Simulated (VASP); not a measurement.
# TiSn3O8 (Immm) in VASP: single point with PBE

Aim: the single point of TiSn3O8 with PBE.

Program: VASP 6.6.1. These are calculated values, not measurements. Logs are shortened: lines on timing, memory, paths and dates and some standing lists are left out, and cuts for length are marked.

## (1) The cell of the first run

It takes space group Immm (No. 71, orthorhombic). Conventional cell: a = 6.355 Å, b = 6.757 Å, c = 6.768 Å, α = 90.00°, β = 90.00°, γ = 90.00°. Within 2.6 Å of Ti (site symmetry mmm) lie 6 O at 1.98 to 2.03 Å. Sn (site symmetry mmm) has 6 O at 2.05 to 2.10 Å within 2.7 Å. Within 2.7 Å of Sn (site symmetry 2mm) lie 6 O at 2.07 to 2.10 Å. O (site symmetry m2m) has 1 Ti at 2.03 Å and 2 Sn at 2.08 Å and 11 O at 2.71 to 3.18 Å within 3.2 Å. O (site symmetry m2m) has 3 Sn at 2.05 to 2.07 Å and 1 O at 2.65 Å within 2.7 Å. Within 2.6 Å of O (site symmetry m) lie 1 Ti at 1.98 Å and 2 Sn at 2.10 Å and 1 O at 2.56 Å.

## (2) Single point, PBE

INCAR

```
SYSTEM = TiSn3O8
  PREC = Accurate
  ENCUT = 600
  EDIFF = 1E-6
  ISMEAR = 0
  SIGMA = 0.01
  LREAL = .FALSE.
  LASPH = .TRUE.
  NELM = 120
  ALGO = Normal
  ISIF = 2
  LWAVE = .FALSE.
  LCHARG = .TRUE.
  GGA = PE
  LELF = .TRUE.
  LVHAR = .TRUE.
  NBANDS = 63
  GGA_COMPAT = .FALSE.
```

KPOINTS

```
Automatic mesh
0
G
  6 6 6
  0 0 0
```

POSCAR

```
TiSn3O8
1.0
   -3.1772904831      3.3784976655      3.3837916435
    3.1772904831     -3.3784976655      3.3837916435
    3.1772904831      3.3784976655     -3.3837916435
Ti Sn O
1 3 8
Direct
    0.0000000000      0.0000000000      0.0000000000
    0.0000000000      0.5000000000      0.5000000000
    0.5000000000      0.2488107549      0.7488107549
    0.5000000000      0.7511892451      0.2511892451
    0.7002493891      0.0000000000      0.7002493891
    0.6960241165      0.5000000000      0.1960241165
    0.1894512013      0.9516690347      0.7622178334
    0.1894512013      0.4272333679      0.2377821666
    0.2997506109      0.0000000000      0.2997506109
    0.3039758835      0.5000000000      0.8039758835
    0.8105487987      0.5727666321      0.7622178334
    0.8105487987      0.0483309653      0.2377821666
```

Potentials or basis: VASP PAW PBE potentials, release 64 (Ti_sv, Sn_d, O).

The run is started by

```sh
> cat potpaw_PBE.64/Ti_sv/POTCAR potpaw_PBE.64/Sn_d/POTCAR potpaw_PBE.64/O/POTCAR > POTCAR
> mpirun -np 1 vasp_std > vasp.out
```

OUTCAR:

```text
SYSTEM = TiSn3O8
   PREC = Accurate
   ENCUT = 600
   EDIFF = 1E-6
   ISMEAR = 0
   LREAL = .FALSE.
   LASPH = .TRUE.
   NELM = 120
   ISIF = 2
   GGA = PE

 ion  position               nearest neighbor table
   1  0.000  0.000  0.000-   8 1.98  11 1.98   7 1.98  12 1.98   5 2.03   9 2.03   2 3.18   2 3.18

   2  0.000  0.500  0.500-   6 2.05  10 2.05   7 2.10  12 2.10  11 2.10   8 2.10   1 3.18   1 3.18
                             4 3.73   3 3.73   3 3.73   4 3.73   4 3.74   3 3.74   3 3.74   4 3.74
   3  0.500  0.249  0.749-   6 2.07  10 2.07   9 2.08   5 2.08  11 2.10   7 2.10   4 3.16   4 3.19
                             2 3.73   2 3.73   2 3.74   2 3.74
   4  0.500  0.751  0.251-   6 2.07  10 2.07   9 2.08   5 2.08   8 2.10  12 2.10   3 3.16   3 3.19
                             2 3.73   2 3.73   2 3.74   2 3.74
   5  0.700  0.000  0.700-   1 2.03   3 2.08   4 2.08
   6  0.696  0.500  0.196-   2 2.05   3 2.07   4 2.07
   7  0.189  0.952  0.762-   1 1.98   2 2.10   3 2.10
   8  0.189  0.427  0.238-   1 1.98   2 2.10   4 2.10
   9  0.300  0.000  0.300-   1 2.03   3 2.08   4 2.08
  10  0.304  0.500  0.804-   2 2.05   3 2.07   4 2.07
  11  0.811  0.573  0.762-   1 1.98   2 2.10   3 2.10
  12  0.811  0.048  0.238-   1 1.98   2 2.10   4 2.10

  LATTYP: Found a body centered orthorhombic cell.
 ALAT       =     6.3545809662
 B/A-ratio  =     1.0633266563
 C/A-ratio  =     1.0649928489

  Lattice vectors:

 A1 = (  -3.1772904831,   3.3784976655,   3.3837916435)
 A2 = (   3.1772904831,  -3.3784976655,   3.3837916435)
 A3 = (   3.1772904831,   3.3784976655,  -3.3837916435)

Analysis of symmetry for initial positions (statically):
=====================================================================
 Subroutine PRICEL returns:
 Original cell was already a primitive cell.

 Routine SETGRP: Setting up the symmetry group for a
 body centered orthorhombic supercell.

 Subroutine GETGRP returns: Found  8 space group operations
 (whereof  8 operations were pure point group operations)
 out of a pool of  8 trial point group operations.

The static configuration has the point symmetry D_2h.

Analysis of symmetry for dynamics (positions and initial velocities):
=====================================================================
 Subroutine PRICEL returns:
 Original cell was already a primitive cell.

 Routine SETGRP: Setting up the symmetry group for a
 body centered orthorhombic supercell.

 Subroutine GETGRP returns: Found  8 space group operations
 (whereof  8 operations were pure point group operations)
 out of a pool of  8 trial point group operations.

The dynamic configuration has the point symmetry D_2h.

 Subroutine INISYM returns: Found  8 space group operations
 (whereof  8 operations are pure point group operations),
 and found     1 'primitive' translations

----------------------------------------------------------------------------------------

                                     Primitive cell

  volume of cell :     145.2928

  direct lattice vectors                    reciprocal lattice vectors
    -3.177290483  3.378497665  3.383791643     0.000000000  0.147994774  0.147763235
     3.177290483 -3.378497665  3.383791643     0.157366789  0.000000000  0.147763235
     3.177290483  3.378497665 -3.383791643     0.157366789  0.147994774  0.000000000

  length of vectors
     5.741033633  5.741033633  5.741033633     0.209132558  0.215866347  0.216024905

  position of ions in fractional coordinates (direct lattice)
     0.000000000  0.000000000  0.000000000
     0.000000000  0.500000000  0.500000000
     0.500000000  0.248810755  0.748810755
     0.500000000  0.751189245  0.251189245
     0.700249389  0.000000000  0.700249389
     0.696024116  0.500000000  0.196024116
     0.189451201  0.951669035  0.762217833
     0.189451201  0.427233368  0.237782167
     0.299750611  0.000000000  0.299750611
     0.303975884  0.500000000  0.803975884
     0.810548799  0.572766632  0.762217833
     0.810548799  0.048330965  0.237782167

  ion indices of the primitive-cell ions
   primitive index   ion index
                 1           1
                 2           2
                 3           3
                 4           4
                 5           5
                 6           6
                 7           7
                 8           8
                 9           9
                10          10
                11          11
                12          12

----------------------------------------------------------------------------------------

 KPOINTS: Automatic mesh

Automatic generation of k-mesh.
 Grid dimensions read from file:
 generate k-points for:    6    6    6

 Generating k-lattice:

  Cartesian coordinates                     Fractional coordinates (reciprocal lattice)
     0.000000000  0.024665796  0.024627206     0.166666667  0.000000000 -0.000000000
     0.026227798  0.000000000  0.024627206     0.000000000  0.166666667 -0.000000000
     0.026227798  0.024665796  0.000000000     0.000000000  0.000000000  0.166666667

  Length of vectors
     0.034855426  0.035977725  0.036004151

  Shift w.r.t. Gamma in fractional coordinates (k-lattice)
     0.000000000  0.000000000  0.000000000

 Subroutine IBZKPT returns following result:
 ===========================================

 Found     46 irreducible k-points:

 Following reciprocal coordinates:
            Coordinates               Weight
  0.000000  0.000000  0.000000      1.000000
  0.166667 -0.000000  0.000000      4.000000
  0.333333 -0.000000  0.000000      4.000000
  0.500000 -0.000000  0.000000      2.000000
 -0.000000  0.166667  0.000000      4.000000
  0.166667  0.166667  0.000000      8.000000
[... 16 lines left out ...]
 -0.166667  0.166667  0.166667      2.000000
  0.166667  0.333333  0.166667      4.000000
 [... further k-points ...]
   k-points           NKPTS =     46   k-points in BZ     NKDIM =     46   number of bands    NBANDS=     63
   number of dos      NEDOS =    301   number of ions     NIONS =     12
   total plane-waves  NPLWV = 110592
   dimension x,y,z NGX =    48 NGY =   48 NGZ =   48
   dimension x,y,z NGXF=    96 NGYF=   96 NGZF=   96
   ions per type =               1   3   8
   NGX,Y,Z   is equivalent  to a cutoff of  13.90, 13.90, 13.90 a.u.
   NGXF,Y,Z  is equivalent  to a cutoff of  27.80, 27.80, 27.80 a.u.
 SYSTEM =  TiSn3O8
   PREC   = accura    normal or accurate (medium, high low for compatibility)
   ISTART =      0    job   : 0-new  1-cont  2-samecut
   ICHARG =      2    charge: 1-file 2-atom 10-const
   ISPIN  =      1    spin polarized calculation?
   LNONCOLLINEAR =      F non collinear calculations
   LSORBIT =      F    spin-orbit coupling
   LASPH  =      T    aspherical Exc in radial PAW
   ENCUT  =  600.0 eV  44.10 Ry    6.64 a.u.  11.47 11.47 11.47*2*pi/ulx,y,z
   NELM   =    120;   NELMIN=  2; NELMDL= -5     # of ELM steps
   EDIFF  = 0.1E-05   stopping-criterion for ELM
   LREAL  =      F    real-space projection
   EDIFFG = 0.1E-04   stopping-criterion for IOM
   NSW    =      0    number of steps for IOM
   IBRION =     -1    ionic relax: 0-MD 1-quasi-New 2-CG
   NFREE  =      0    steps in history (QN), initial steepest desc. (CG)
   ISIF   =      2    stress and relaxation
   ISYM   =      2    0-nonsym 1-usesym 2-fastsym
   POTIM  = 0.5000    time-step for ionic-motion
   TEBEG  =    0.0;   TEEND  =   0.0 temperature during run
   PSTRESS=    0.0 pullay stress
   NELECT =     102.0000    total number of electrons
   NUPDOWN=      -1.0000    fix difference up-down
   EMIN   =  10.00;   EMAX   =-10.00  energy-range for DOS
   EFERMI =   0.00;   METHOD = LEGACY
   ISMEAR =     0;   SIGMA  =   0.01  broadening in eV -4-tet -1-fermi 0-gaus
   EFERMI_NEDOS =   21; number of points for ismear=-14 and -15
   IALGO  =     38    algorithm
   IMIX   =      4    mixing-type and parameters
     AMIX     =   0.40;   BMIX     =  1.00
     AMIX_MAG =   1.60;   BMIX_MAG =  1.00
  volume/ion in A,a.u.               =      12.11        81.71
  Fermi-wavevector in a.u.,A,eV,Ry     =   1.454991  2.749533 28.803499  2.116997
  Thomas-Fermi vector in A             =   2.572077
   LORBIT       =      0    0 simple, 1 ext, 2 COOP (PROOUT), +10 PAW based schemes
   GGA     = PE    functional components
   LHFCALC =     F    Hartree Fock is set to
   AEXX    =    0.0000 exact exchange contribution
   IVDW    =     0    specifies the selected vdW correction
   LEPSILON=     F    determine dielectric tensor
   LRPA    =     F    only Hartree local field effects (RPA)
 non-spin polarized calculation
 Gauss-broadening in eV      SIGMA  =   0.01
  energy-cutoff  :      600.00
  volume of cell :      145.29
 maximum number of plane-waves:      4913
 NGX is ok and might be reduce to    48
   NGX = 23   NGY = 23   NGZ = 23

 number of electron     101.9999987 magnetization

 Free energy of the ion-electron system (eV)
  ---------------------------------------------------
  ext. energy  EPLUGINS =         0.00000000
  ---------------------------------------------------
  free energy    TOTEN  =       -82.53385733 eV

  energy without entropy =      -82.53385733  energy(sigma->0) =      -82.53385733

 E-fermi :   5.5689     XC(G=0): -11.0412

 val. band max:        5.3459886742   @ k =   0.0000   0.0000   0.0000
 cond. band min:       7.0560959793   @ k =   0.0000   0.0000   0.0000
 fundamental gap:      1.7101073051
 Fermi energy:         5.5689341535

 k-point     1 :       0.0000    0.0000    0.0000
  band No.  band energies     occupation
      1     -51.6769      2.00000
      2     -27.9520      2.00000
      3     -27.9050      2.00000
      4     -27.8055      2.00000
      5     -15.6571      2.00000
      6     -15.5911      2.00000
[... 1573 lines left out ...]
     62      13.9901      0.00000
     63      14.4440      0.00000

 [... further k-points ...]

------------------------ aborting loop because EDIFF is reached ----------------------------------------

  FORCE on cell =-STRESS in cart. coord.  units (eV):
  Direction    XX          YY          ZZ          XY          YZ          ZX
  --------------------------------------------------------------------------------------
  -------------------------------------------------------------------------------------
  Total        0.5477681      0.2969931      0.2943252      0.0000000      0.0000000      0.0000000
  in kB        6.0403647      3.2750113      3.2455920      0.0000000      0.0000000      0.0000000
  external PRESSURE =       4.1869893 kB  Pullay stress =       0.0000000 kB

 VOLUME and BASIS-vectors are now :
 -----------------------------------------------------------------------------
  energy-cutoff  :      600.00
  volume of cell :      145.29
      direct lattice vectors                 reciprocal lattice vectors
    -3.177290483  3.378497665  3.383791643     0.000000000  0.147994774  0.147763235
     3.177290483 -3.378497665  3.383791643     0.157366789  0.000000000  0.147763235
     3.177290483  3.378497665 -3.383791643     0.157366789  0.147994774  0.000000000

 POSITION                                       TOTAL-FORCE (eV/Angst)
 -----------------------------------------------------------------------------------
      0.00000      0.00000      0.00000        -0.000000      0.000000      0.000000
      3.17729      0.00000      0.00000        -0.000000      0.000000      0.000000
      1.58109      3.37850      0.00000         0.003568      0.000000      0.000000
      1.59620     -0.00000      3.38379        -0.003568      0.000000      0.000000
      0.00000      4.73158      0.00000        -0.000000      0.024578      0.000000
      0.00000      1.32453      3.38379        -0.000000      0.013886      0.000000
      4.84357      0.00000      1.28213         0.001706     -0.000000      0.014002
      1.51101      0.00000      1.28213        -0.001706      0.000000      0.014002
      0.00000      2.02541      0.00000         0.000000     -0.024578      0.000000
      3.17729      2.05396      0.00000        -0.000000     -0.013886      0.000000
      1.66628      3.37850      2.10166         0.001706      0.000000     -0.014002
     -1.66628      3.37850      2.10166        -0.001706      0.000000     -0.014002
 -----------------------------------------------------------------------------------
    total drift:                               -0.000000     -0.000000      0.000000

  FREE ENERGIE OF THE ION-ELECTRON SYSTEM (eV)
  ---------------------------------------------------
  free  energy   TOTEN  =       -82.5338573321 eV

  energy  without entropy=      -82.5338573321  energy(sigma->0) =      -82.53385733
```

Wall time 13 min (1 thread of Intel Xeon 8259CL, shared host); peak memory 0.6 GiB.

What came out:

- Free energy: -82.5339 eV
- Pressure: 0.4 GPa
- Largest force: 0.025 eV/Å
- Band gap on the k mesh: 1.71 eV

Forces in eV/Å, atoms in the order of the input:
```
Ti   0.000  0.000  0.000
Sn   0.000  0.000  0.000
Sn   0.004  0.000  0.000
Sn  -0.004  0.000  0.000
O    0.000  0.025  0.000
O    0.000  0.014  0.000
O    0.002  0.000  0.014
O   -0.002  0.000  0.014
O    0.000 -0.025  0.000
O    0.000 -0.014  0.000
O    0.002  0.000 -0.014
O   -0.002  0.000 -0.014
```

Stress tensor (GPa, compression positive):
```
0.60 0.00 0.00
0.00 0.33 0.00
0.00 0.00 0.32
```

Caveat: spin-orbit coupling is left out, which moves the levels of the heavy elements. A k mesh can miss the band edges.
